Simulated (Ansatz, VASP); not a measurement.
## ScGaTeSe2: VASP beside Ansatz

The input INCAR:

```
ALGO     = Normal         # electronic algorithm
EDIFF    = 1E-6           # SCF threshold, eV
EDIFFG   = -0.01          # ionic threshold
ENCUT    = 600            # plane-wave cutoff, eV
GGA      = PE             # functional
IBRION   = 2              # ionic algorithm
ISIF     = 3              # what is computed and relaxed
ISMEAR   = 0              # smearing method
LASPH    = T              # aspherical terms in the spheres
LCHARG   = F              # write CHGCAR
LREAL    = F              # projectors in reciprocal space
LWAVE    = F              # write WAVECAR
NELM     = 80             # most SCF steps
NSW      = 100            # ionic steps
PREC     = Accurate       # precision mode
SIGMA    = 0.1            # smearing width, eV
```

Contents of KPOINTS:

```
k-points
0
Gamma
  10 10 4
```

Contents of POSCAR:

```
ScGaTeSe2
1.0
    4.0320783164      0.0000000000      0.0000000000
    0.0000000000      4.0320783164      0.0000000000
    0.0000000000      0.0000000000     10.1811369316
Sc Ga Te Se
1 1 1 2
Direct
    0.5000000000      0.5000000000      0.5000000000
    0.0000000000      0.0000000000      0.5000000000
    0.5000000000      0.5000000000      0.0000000000
    0.5000000000      0.5000000000      0.2587117870
    0.5000000000      0.5000000000      0.7412882130
```

Input for Ansatz:

```yaml
crystal:
  lattice:
    - [4.0320783164, 0.0, 0.0]
    - [0.0, 4.0320783164, 0.0]
    - [0.0, 0.0, 10.1811369316]
  atoms:
    - { symbol: Sc, position: [0.5, 0.5, 0.5] }
    - { symbol: Ga, position: [0.0, 0.0, 0.5] }
    - { symbol: Te, position: [0.5, 0.5, 0.0] }
    - { symbol: Se, position: [0.5, 0.5, 0.258711787] }
    - { symbol: Se, position: [0.5, 0.5, 0.741288213] }
basis:
  ecutwfc: 420
kpoints:
  mp_grid: { grid: [10, 10, 4] }
hamiltonian:
  xc: pbe
scf:
  occupations: { method: gaussian, width: 0.1 }
output:
  forces: true
  stress: true
  eigenvalues: true
  write_density: true
  write_potential: true
  elf: true
  volumetric_format: npy
relax:
  adjacent_minimum: "off"
  f_tol: 0.01
  max_steps: 80
  cell: { stress_tol: 0.05 }
```

Alike in both runs: task relaxation of cell and atoms; functional PBE; k mesh 10 × 10 × 4; occupations gaussian, width 0.1 eV; no spin polarisation.

|  | VASP | Ansatz |
| --- | --- | --- |
| version | VASP 6.6.1 | Ansatz 0.2.0 |
| potentials or method | VASP PAW PBE potentials, release 64 (Sc_sv, Ga_d, Te, Se), cutoff 600 eV | scalar-relativistic, plane waves, PAW |
| valence electrons in the cell | 42 | 72 |

|  | VASP | Ansatz | Ansatz less VASP |
| --- | --- | --- | --- |
| gap on the k mesh at the Fermi level, each at its own relaxed structure (eV) | none | none | - |
| relaxed volume (Å³/atom) | 33.02 | 32.99 | -0.032 |
| relaxed cell length with the largest relative difference (Å) | 10.216 | 10.211 | -0.0050 |

A gap of «none» marks a metal or a gap that the smearing closes. VASP's potentials hold 42 valence electrons a cell and Ansatz's 72, so a difference there can come from the potentials and not from the codes.

Neither program's run includes spin-orbit coupling.
